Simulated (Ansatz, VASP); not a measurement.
# Mg2BiN3: VASP beside Ansatz

```
CELL_PARAMETERS angstrom
5.38212 0.00000 0.00000
-2.69106 4.66105 0.00000
0.00000 0.00000 3.08476
ATOMIC_POSITIONS crystal
Mg 0.33333 0.66667 0.00000
Mg 0.66667 0.33333 0.00000
Bi 0.00000 0.00000 0.00000
N 0.50000 0.00000 0.50000
N 0.50000 0.50000 0.50000
N 0.00000 0.50000 0.50000
```

Change from the starting cell: species swapped into the YbB2Ru3 type (P6/mmm, No. 191).

Alike in both runs: task relaxation of cell and atoms; functional PBE; k mesh 12 × 12 × 12; occupations gaussian, width 0.1 eV; no spin polarisation.

|  | VASP | Ansatz |
| --- | --- | --- |
| version | VASP 6.6.1 | Ansatz 0.2.0 |
| potentials or method | VASP PAW PBE potentials, release 64 (Mg, Bi_d, N), cutoff 600 eV | scalar-relativistic, plane waves, PAW |
| valence electrons in the cell | 34 | 50 |

```tsv
	VASP	Ansatz	Ansatz less VASP
gap on the k mesh at the Fermi level, each at its own relaxed structure (eV)	none	none	-
relaxed volume (Å³/atom)	12.86	12.91	+0.055
relaxed length of the cell vector where the two differ most in proportion (Å)	5.381	5.389	+0.0082
```

A gap of «none» marks a metal or a gap that the smearing closes. VASP's potentials hold 34 valence electrons a cell and Ansatz's 50, so a difference there can come from the potentials and not from the codes.

Neither program's run includes spin-orbit coupling.
